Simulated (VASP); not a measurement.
# AlC18 in VASP: a series of runs

AlC18 is run at these levels: PBE+D3(BJ); tasks: single point.

All numbers are computed with VASP 6.6.1; they aren't measurements. Logs are shortened: lines on timing, memory, paths and dates and some standing lists are left out, and cuts for length are marked.

### Step 1. The cell of the first run

The cell holds a slab with vacuum, 19 atoms: a = 7.398 Å, b = 7.398 Å, c = 11.000 Å, α = 90.00°, β = 90.00°, γ = 120.00°.

### Step 2. Single point, PBE+D3(BJ), collinear spin, zero start

INCAR

```
SYSTEM = AlC18
PREC     = Accurate       ! precision mode
ENCUT    = 520            ! plane-wave cutoff, eV
EDIFF    = 1E-7           ! SCF threshold, eV
ISMEAR   = 0              ! smearing method
SIGMA    = 0.05           ! smearing width, eV
LREAL    = Auto         
LASPH    = .TRUE.         ! aspherical terms in the spheres
NELM     = 150            ! most SCF steps
ALGO     = Normal         ! electronic algorithm
ISIF     = 2              ! what is computed and relaxed
LWAVE    = .FALSE.        ! write WAVECAR
LCHARG   = .FALSE.        ! write CHGCAR
ISPIN    = 2              ! spin polarisation
MAGMOM   = 0 0 0 0 0 0 0 0 0 0 0 0 0 0 0 0 0 0 0 ! initial moments
LORBIT   = 11             ! projections on sites
GGA      = PE             ! functional
IVDW     = 12             ! dispersion correction
NBANDS   = 56             ! bands
```

KPOINTS

```
regular mesh
0
G
  2 2 1
  0 0 0
```

POSCAR

```
AlC18
1.0
    7.3980000000      0.0000000000      0.0000000000
   -3.6990000000      6.4068560000      0.0000000000
    0.0000000000      0.0000000000     11.0000000000
C Al
18 1
Direct
    0.0003627625     -0.0012839371      0.0894990909
    0.2239423954      0.1111843313      0.0871035455
    0.0016348766      0.3323670768      0.0896777273
    0.2238629164      0.4436093148      0.0896932727
    0.0009765573      0.6647814466      0.0904153636
    0.2236313020      0.7754450857      0.0894803636
    0.3360995080     -0.0009672451      0.0870751818
    0.5588394049      0.1108888666      0.0886379091
    0.3358022840      0.3339197884      0.0886505455
    0.5575110266      0.4437035888      0.0893014545
    0.3354124842      0.6652404861      0.0899080000
    0.5572836074      0.7767188774      0.0896688182
    0.6685271694     -0.0010543393      0.0896877273
    0.8901600941      0.1104942892      0.0899191818
    0.6686197449      0.3325982354      0.0893029091
    0.8904579365      0.4430321206      0.0902091818
    0.6679483852      0.6655423503      0.0902050000
    0.8896969185      0.7760664513      0.0904157273
    0.2241758526     -0.0012662997      0.2876945455
```

Potentials or basis: VASP PAW PBE potentials, release 64 (C, Al).

Started as:

```console
$ cat potpaw_PBE.64/C/POTCAR potpaw_PBE.64/Al/POTCAR > POTCAR
$ mpirun -np 1 vasp_std > vasp.out
```

OUTCAR:

```text
SYSTEM = AlC18
   PREC = Accurate
   ENCUT = 520
   EDIFF = 1E-7
   ISMEAR = 0
   LREAL = Auto
   LASPH = .TRUE.
   NELM = 150
   ISIF = 2
   ISPIN = 2
   LORBIT = 11
   GGA = PE
   IVDW = 12
 IVDW          = 12

 ion  position               nearest neighbor table
   1  0.000  0.999  0.089-  14 1.42  18 1.43   2 1.43
   2  0.224  0.111  0.087-   9 1.43   1 1.43   7 1.44  19 2.36
   3  0.002  0.332  0.090-  16 1.42  14 1.42   4 1.42
   4  0.224  0.444  0.090-  11 1.42   9 1.42   3 1.42
   5  0.001  0.665  0.090-  16 1.42  18 1.43   6 1.43
   6  0.224  0.775  0.089-  11 1.42   5 1.43   7 1.43
   7  0.336  0.999  0.087-   8 1.43   6 1.43   2 1.44  19 2.36
   8  0.559  0.111  0.089-  13 1.42  15 1.42   7 1.43
   9  0.336  0.334  0.089-   4 1.42  10 1.42   2 1.43
  10  0.558  0.444  0.089-   9 1.42  17 1.42  15 1.42
  11  0.335  0.665  0.090-   4 1.42  12 1.42   6 1.42
  12  0.557  0.777  0.090-  17 1.42  11 1.42  13 1.42
  13  0.669  0.999  0.090-  14 1.42   8 1.42  12 1.42
  14  0.890  0.110  0.090-  13 1.42   3 1.42   1 1.42
  15  0.669  0.333  0.089-   8 1.42  16 1.42  10 1.42
  16  0.890  0.443  0.090-   5 1.42   3 1.42  15 1.42
  17  0.668  0.666  0.090-  18 1.42  12 1.42  10 1.42
  18  0.890  0.776  0.090-  17 1.42   5 1.43   1 1.43
  19  0.224  0.999  0.288-   7 2.36   2 2.36

  LATTYP: Found a hexagonal cell.
 ALAT       =     7.3980000000
 C/A-ratio  =     1.4868883482

  Lattice vectors:

 A1 = (   7.3980000000,   0.0000000000,   0.0000000000)
 A2 = (  -3.6990000000,   6.4068560000,   0.0000000000)
 A3 = (   0.0000000000,   0.0000000000,  11.0000000000)

Analysis of symmetry for initial positions (statically):
=====================================================================
 Subroutine PRICEL returns:
 Original cell was already a primitive cell.

 Routine SETGRP: Setting up the symmetry group for a
 hexagonal supercell.

 Subroutine GETGRP returns: Found  1 space group operations
 (whereof  1 operations were pure point group operations)
 out of a pool of 24 trial point group operations.

The static configuration has the point symmetry C_1 .

Analysis of symmetry for dynamics (positions and initial velocities):
=====================================================================
 Subroutine PRICEL returns:
 Original cell was already a primitive cell.

 Routine SETGRP: Setting up the symmetry group for a
 hexagonal supercell.

 Subroutine GETGRP returns: Found  1 space group operations
 (whereof  1 operations were pure point group operations)
 out of a pool of 24 trial point group operations.
[... 173 lines left out ...]
  ext. energy  EPLUGINS =         0.00000000
  ---------------------------------------------------
  free energy    TOTEN  =      -167.44839013 eV

  energy without entropy =     -167.44839013  energy(sigma->0) =     -167.44839013

 E-fermi :  -0.6581     XC(G=0):  -4.4993

 val. band max:       -0.8972370621   @ k =   0.0000   0.0000   0.0000
 cond. band min:       0.1696684272   @ k =   0.5000  -0.0000   0.0000
 fundamental gap:      1.0669054893
 Fermi energy:        -0.6580604089

 spin component 1

 k-point     1 :       0.0000    0.0000    0.0000
  band No.  band energies     occupation
      1     -20.4208      1.00000
      2     -18.0579      1.00000
      3     -17.8646      1.00000
      4     -17.8313      1.00000
      5     -17.7205      1.00000
      6     -17.6952      1.00000
[... 197 lines left out ...]
     48       4.0587      0.00000
     49       4.3611      0.00000
 Fermi energy:        -0.6580604089

 spin component 2

 k-point     1 :       0.0000    0.0000    0.0000
  band No.  band energies     occupation
      1     -20.4208      1.00000
      2     -18.0579      1.00000
      3     -17.8646      1.00000
      4     -17.8313      1.00000
      5     -17.7205      1.00000
      6     -17.6952      1.00000
[... 197 lines left out ...]
     48       4.0587      0.00000
     49       4.3611      0.00000
 [bands above 49 left out]

------------------------ aborting loop because EDIFF is reached ----------------------------------------

 Edisp (eV)   -1.83409

 E8    (eV) :    -0.5931

  FORCE on cell =-STRESS in cart. coord.  units (eV):
  Direction    XX          YY          ZZ          XY          YZ          ZX
  --------------------------------------------------------------------------------------
  -------------------------------------------------------------------------------------
  Total       4.66737     4.77710    -0.17773     0.07722    -0.24198    -0.14656
  in kB      14.34270    14.67991    -0.54617     0.23731    -0.74360    -0.45038
  external pressure =        9.49 kB  Pullay stress =        0.00 kB

 VOLUME and BASIS-vectors are now :
 -----------------------------------------------------------------------------
  energy-cutoff  :      520.00
  volume of cell :      521.38
      direct lattice vectors                 reciprocal lattice vectors
     7.398000000  0.000000000  0.000000000     0.135171668  0.078041398  0.000000000
    -3.699000000  6.406856000  0.000000000     0.000000000  0.156082796  0.000000000
     0.000000000  0.000000000 11.000000000     0.000000000  0.000000000  0.090909091

 POSITION                                       TOTAL-FORCE (eV/Angst)
 -----------------------------------------------------------------------------------
     -3.69157      6.39863      0.98449         0.001848      0.003699      0.003621
      1.24545      0.71234      0.95814         0.004340      0.008469      0.001636
     -1.21733      2.12943      0.98646         0.004679     -0.000609     -0.000113
      0.01523      2.84214      0.98663         0.000233      0.011960     -0.000226
     -2.45180      4.25916      0.99457         0.004508      0.001058      0.001514
     -1.21395      4.96816      0.98428        -0.001407      0.011138      0.002645
[... 11 lines left out ...]
      3.71131      4.97215      0.99457         0.009308      0.004890      0.001755
     -2.03586      6.39874      3.16464        -0.065639     -0.114191     -0.007612
 -----------------------------------------------------------------------------------
    total drift:                               -0.008392      0.010174     -0.002581

  FREE ENERGIE OF THE ION-ELECTRON SYSTEM (eV)
  ---------------------------------------------------
  free  energy   TOTEN  =      -169.2824757578 eV

  energy  without entropy=     -169.2824757578  energy(sigma->0) =     -169.28247576

 total charge

# of ion       s       p       d       tot
------------------------------------------
    1        0.861   1.787   0.000   2.647
    2        0.859   1.792   0.000   2.652
    3        0.862   1.791   0.000   2.653
    4        0.861   1.798   0.000   2.659
    5        0.861   1.790   0.000   2.651
    6        0.861   1.787   0.000   2.647
[... 11 lines left out ...]
   18        0.861   1.790   0.000   2.651
   19        0.626   0.123   0.000   0.749
--------------------------------------------------
tot         16.123  32.419   0.000  48.542

 magnetization (x)

# of ion       s       p       d       tot
------------------------------------------
    1        0.000   0.000   0.000   0.000
    2       -0.000   0.000   0.000  -0.000
    3       -0.000  -0.000   0.000  -0.000
    4        0.000   0.000   0.000   0.000
    5       -0.000   0.000   0.000  -0.000
    6        0.000   0.000   0.000   0.000
[... 11 lines left out ...]
   18       -0.000   0.000   0.000  -0.000
   19        0.000   0.000   0.000   0.000
--------------------------------------------------
tot         -0.000   0.000   0.000   0.000
```

OSZICAR:

```text
N       E                     dE             d eps       ncg     rms          rms(c)
DAV:   1     0.564747024359E+03    0.56475E+03   -0.30157E+04   896   0.107E+03
DAV:   2    -0.916281543688E+02   -0.65638E+03   -0.62601E+03  1304   0.258E+02
[... 17 lines left out ...]
DAV:  20    -0.167448363118E+03   -0.27545E-04   -0.19871E-06   840   0.318E-03    0.147E-03
DAV:  21    -0.167448385668E+03   -0.22550E-04   -0.25459E-06   856   0.288E-03    0.711E-04
DAV:  22    -0.167448388933E+03   -0.32656E-05   -0.25585E-07   784   0.148E-03    0.396E-04
DAV:  23    -0.167448390001E+03   -0.10680E-05   -0.13152E-07   760   0.115E-03    0.217E-04
DAV:  24    -0.167448390111E+03   -0.11000E-06   -0.26586E-08   776   0.691E-04    0.127E-04
DAV:  25    -0.167448390132E+03   -0.20399E-07   -0.48243E-09   776   0.355E-04
   1 F= -.16928248E+03 E0= -.16928248E+03  d E =-.844006E-12  mag=     0.0000
```

Run time: 5.2 min. Hardware: 1 thread of AMD EPYC 9R45 (Zen 5), shared host; peak memory 0.76 GiB.

Results:

```yaml
Free_energy: -169.2825 eV
Largest_force: 0.132 eV/Å
Net_moment: 0.00 μB per cell
Valence_electrons_inside_the_program's_atomic_spheres: C 2.65, 2.66; Al 0.75
Dispersion_energy_per_atom: -0.097 eV
```

Forces in eV/Å, atoms in the order of the input:
```
C    0.002  0.004  0.004
C    0.004  0.008  0.002
C    0.005 -0.001  0.000
C    0.000  0.012  0.000
C    0.005  0.001  0.002
C   -0.001  0.011  0.003
C    0.005  0.007  0.008
C    0.003  0.001 -0.005
C   -0.001  0.015 -0.003
C    0.001  0.008 -0.002
C    0.011  0.005  0.003
C   -0.001  0.006  0.000
C    0.010  0.006 -0.003
C    0.009  0.003  0.001
C    0.002  0.005 -0.002
C    0.002  0.009 -0.002
C    0.002  0.008  0.002
C    0.009  0.005  0.002
Al  -0.066 -0.114 -0.008
```

Caveat: the k points lie up to 0.49 Å⁻¹ apart.

### Step 3. Single point, PBE+D3(BJ), collinear spin, zero start

INCAR

```
ALGO     = Normal         # electronic algorithm
EDIFF    = 1E-7           # SCF threshold, eV
ENCUT    = 520            # plane-wave cutoff, eV
GGA      = PE             # functional
ISIF     = 2              # what is computed and relaxed
ISMEAR   = 0              # smearing method
ISPIN    = 2              # spin polarisation
IVDW     = 12             # dispersion correction
LASPH    = T              # aspherical terms in the spheres
LCHARG   = F              # write CHGCAR
LORBIT   = 11             # projections on sites
LREAL    = Auto         
LWAVE    = F              # write WAVECAR
MAGMOM   = 0 0 0 0 0 0 0 0 0 0 0 0 0 0 0 0 0 0 0 # initial moments
NBANDS   = 56             # bands
NELM     = 150            # most SCF steps
PREC     = Accurate       # precision mode
SIGMA    = 0.05           # smearing width, eV
```

KPOINTS

```
k-points
0
Gamma
  2 2 1
```

POSCAR

```
AlC18
1.0
    7.3980000000      0.0000000000      0.0000000000
   -3.6990000000      6.4068560000      0.0000000000
    0.0000000000      0.0000000000     11.0000000000
C Al
18 1
Direct
    0.0017136917      0.0007050260      0.0891531818
    0.2254345849      0.1129221571      0.0879509091
    0.0027821523      0.3338311334      0.0893207273
    0.2250179063      0.4449584945      0.0892449091
    0.0020307089      0.6659611204      0.0900689091
    0.2252444977      0.7771732344      0.0891420909
    0.3374624016      0.0008996612      0.0879406364
    0.5597322048      0.1122840907      0.0886932727
    0.3368224110      0.3351898341      0.0886996364
    0.5584194435      0.4449848725      0.0891729091
    0.3366503774      0.6666357102      0.0894142727
    0.5583709980      0.7782424016      0.0893175455
    0.6694987418      0.0004776134      0.0892426364
    0.8911776814      0.1121088097      0.0894210000
    0.6695249804      0.3338804556      0.0891727273
    0.8913341054      0.4441891624      0.0898840000
    0.6687299587      0.6667946025      0.0898843636
    0.8905009645      0.7774947650      0.0900720000
    0.1696168908     -0.0552598654      0.2874769091
```

Potentials or basis: VASP PAW PBE potentials, release 64 (C, Al).

Started as:

```console
$ cat potpaw_PBE.64/C/POTCAR potpaw_PBE.64/Al/POTCAR > POTCAR
$ mpirun -np 1 vasp_std > vasp.out
```

It took 4.9 min on 1 thread of AMD EPYC 9R45 (Zen 5), shared host; peak memory 0.76 GiB.

Results (log left out):

```
Free energy                                           : -169.3384 eV
Largest force                                         : 0.114 eV/Å
Net moment                                            : 0.00 μB per cell
Valence electrons inside the program's atomic spheres : C 2.65, 2.66; Al 0.75
Dispersion energy per atom                            : -0.095 eV
```

Forces on the atoms (eV/Å):
```
C    0.006  0.005  0.001
C    0.003  0.007  0.004
C    0.002 -0.003 -0.001
C   -0.003  0.012 -0.001
C    0.003 -0.002  0.004
C    0.002  0.005  0.002
C    0.005  0.003  0.010
C    0.000  0.004 -0.001
C    0.001  0.013  0.003
C    0.004  0.011  0.002
C    0.008  0.013 -0.002
C    0.001  0.004 -0.001
C    0.004  0.003 -0.001
C    0.005  0.007 -0.002
C    0.003  0.000 -0.001
C    0.002  0.001 -0.002
C    0.002  0.014 -0.003
C    0.007  0.001 -0.001
Al  -0.057 -0.099 -0.010
```

Levels at points of the mesh, in eV from the Fermi level:
Spin up:
```tsv
k point	band 34	band 35	band 36	band 37	band 38	band 39	band 40	band 41
(0.00, 0.00, 0.00)	-3.21	-2.83	-0.51	-0.50	-0.29	-0.28	1.78	1.90
(0.50, 0.00, 0.00)	-3.10	-2.89	-2.58	-2.56	1.02	1.44	1.61	1.87
(0.00, 0.50, 0.00)	-3.10	-2.89	-2.58	-2.56	1.03	1.44	1.61	1.87
(0.50, 0.50, 0.00)	-3.05	-2.91	-2.58	-2.56	1.17	1.39	1.40	2.01
```
Spin down:
| k point | band 34 | band 35 | band 36 | band 37 | band 38 | band 39 | band 40 | band 41 |
| --- | --- | --- | --- | --- | --- | --- | --- | --- |
| (0.00, 0.00, 0.00) | -3.21 | -2.83 | -0.51 | -0.50 | -0.29 | -0.28 | 1.78 | 1.90 |
| (0.50, 0.00, 0.00) | -3.10 | -2.89 | -2.58 | -2.56 | 1.02 | 1.44 | 1.61 | 1.87 |
| (0.00, 0.50, 0.00) | -3.10 | -2.89 | -2.58 | -2.56 | 1.03 | 1.44 | 1.61 | 1.87 |
| (0.50, 0.50, 0.00) | -3.05 | -2.91 | -2.58 | -2.56 | 1.17 | 1.39 | 1.40 | 2.01 |

Caveat: the k points lie up to 0.49 Å⁻¹ apart.
